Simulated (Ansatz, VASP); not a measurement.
# Sn: VASP beside Ansatz

The input POSCAR:

```
Sn
1.0
   -2.9643162528      2.9643162528      1.6163469659
    2.9643162528     -2.9643162528      1.6163469659
    2.9643162528      2.9643162528     -1.6163469659
Sn
2
Direct
    0.7500000000      0.2500000000      0.5000000000
    0.0000000000      0.0000000000      0.0000000000
```

INCAR.step1

```
SYSTEM = Sn
PREC = Accurate
ENCUT = 520
ISMEAR = 0
SIGMA = 0.1
LREAL = .FALSE.
LASPH = .TRUE.
NELM = 100
NBANDS = 21
GGA = PE
ALGO = Normal
EDIFF = 1E-4
LWAVE = .TRUE.
LCHARG = .FALSE.
```

Contents of INCAR.step2:

```
SYSTEM = Sn
PREC = Accurate
ENCUT = 520
EDIFF = 1E-6
ISMEAR = 0
SIGMA = 0.1
LREAL = .FALSE.
LASPH = .TRUE.
NELM = 100
ALGO = Normal
ISIF = 2
LWAVE = .FALSE.
LCHARG = .FALSE.
METAGGA = R2SCAN
LMIXTAU = .TRUE.
NBANDS = 21
ISTART = 1
```

KPOINTS

```
regular mesh
0
G
  14 14 14
  0 0 0
```

Input for Ansatz:

```yaml
crystal:
  lattice:
    - [-2.9643162528, 2.9643162528, 1.6163469659]
    - [2.9643162528, -2.9643162528, 1.6163469659]
    - [2.9643162528, 2.9643162528, -1.6163469659]
  atoms:
    - { symbol: Sn, position: [0.75, 0.25, 0.5] }
    - { symbol: Sn, position: [0.0, 0.0, 0.0] }
basis:
  ecutwfc: 500
kpoints:
  mp_grid: { grid: [14, 14, 14] }
  band_path:
    path:
      - [[0.0, 0.0, 0.0], [0.0, 0.0, 0.5], [-0.5, 0.5, 0.5], [0.0, 0.0, 0.0], [0.32432931, 0.32432931, -0.32432931]]
      - [[-0.32432931, 0.67567069, 0.32432931], [-0.5, 0.5, 0.5]]
      - [[0.0, 0.0, 0.5], [0.25, 0.25, 0.25], [0.0, 0.5, 0.0], [0.0, 0.0, 0.0]]
    npoints: 14
hamiltonian:
  xc: r2scan
scf:
  occupations: { method: gaussian, width: 0.1 }
  n_extra_bands: 6
output:
  forces: true
  stress: true
  eigenvalues: true
  populations: true
  dos: { projected: true, de: 0.02, nscf_kmesh: { grid: [21, 21, 21] } }
  bader: true
  write_density: true
  write_potential: true
  elf: true
  volumetric_format: npy
```

Alike in both runs: task single point; functional r2SCAN; k mesh 14 × 14 × 14; occupations gaussian, width 0.1 eV; no spin polarisation.

|  | VASP | Ansatz |
| --- | --- | --- |
| version | VASP 6.6.1 | Ansatz 0.2.0 |
| potentials or method | VASP PAW PBE potentials, release 64 (Sn_d), cutoff 520 eV | scalar-relativistic, plane waves, PAW |
| valence electrons in the cell | 28 | 28 |

|  | VASP | Ansatz | Ansatz less VASP |
| --- | --- | --- | --- |
| gap on the k mesh at the Fermi level (eV) | none | none | - |
| pressure (GPa) | -1.5 | -1.5 | +0.03 |
| traceless stress, the component that is largest in VASP (GPa) | 0.23 | 0.23 | +0.001 |

VASP's potentials were made for PBE, not for r2SCAN. A gap of «none» marks a metal or a gap that the smearing closes. The functional is the same, so the differences come from potentials, cutoffs and numerics.
